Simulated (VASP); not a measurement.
Input of a VASP 6.6.1 run:

The input INCAR:

```
SYSTEM = C
  ALGO = Normal
  DIPOL = 0.5 0.5 0.500
  EDIFF = 1E-6
  ENCUT = 520
  GGA = CA
  GGA_COMPAT = .False.
  IDIPOL = 3
  ISIF = 2
  ISMEAR = -1
  LASPH = .True.
  LCHARG = .True.
  LDIPOL = .True.
  LELF = .True.
  LREAL = .False.
  LVACPOTAV = .True.
  LVHAR = .True.
  LWAVE = .False.
  NBANDS = 11
  NELM = 120
  NELMDL = -8
  PREC = Accurate
  SIGMA = 0.02
```

Contents of KPOINTS:

```
k-points
0
Gamma
  14 14 1
  0 0 0
```

File POSCAR:

```
C
1.0
    2.4973051747      0.0000000000      0.0000000000
   -1.2486525873      2.1627297223      0.0000000000
    0.0000000000      0.0000000000     16.5098000000
C
2
Direct
    0.8333333333      0.1666666667      0.5000058825
    0.1666666667      0.8333333333      0.4999941175
```

Potentials or basis: VASP PAW LDA potentials, release 64 (C).

Run with:

```console
$ cat potpaw_LDA.64/C/POTCAR > POTCAR
$ mpirun -np 1 vasp_std > vasp.out
```

**Question.** What does it give for the largest force?

**Answer.** 0.003 eV/Å.

Forces on the atoms (eV/Å):
```
C    0.000  0.000 -0.003
C    0.000  0.000  0.003
```
